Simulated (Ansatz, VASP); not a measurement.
# NaCl: VASP beside Ansatz

```
Na Cl
1.0
     0.00000    2.79240    2.79240
     2.79240    0.00000    2.79240
     2.79240    2.79240    0.00000
Na Cl
1 1
Cartesian
  0.0000 0.0000 0.0000
  2.7924 2.7924 2.7924
```

Alike in both runs: functional revPBE; dispersion D3(BJ); k mesh 6 × 6 × 6; no spin polarisation.

Ansatz relaxed the structure, and its values are those at the end. VASP's run is a single point on that final structure, the one shown.

|  | VASP | Ansatz |
| --- | --- | --- |
| version | VASP 6.6.1 | Ansatz 0.2.0 |
| potentials or method | VASP PAW PBE potentials, release 64 (Na_pv, Cl) | plane waves, PAW |
| plane-wave cutoff (eV) | 500 | 420 |
| occupations | gaussian, width 0.01 eV | fixed |
| valence electrons in the cell | 14 | 16 |

Ansatz gave:

* pressure (GPa): 0.0

Question: Estimate VASP's values.

Answer: Pressure (GPa): -0.1.

VASP's potentials were made for PBE, not for revPBE. VASP's potentials hold 14 valence electrons a cell and Ansatz's 16, so a difference there can come from the potentials and not from the codes.
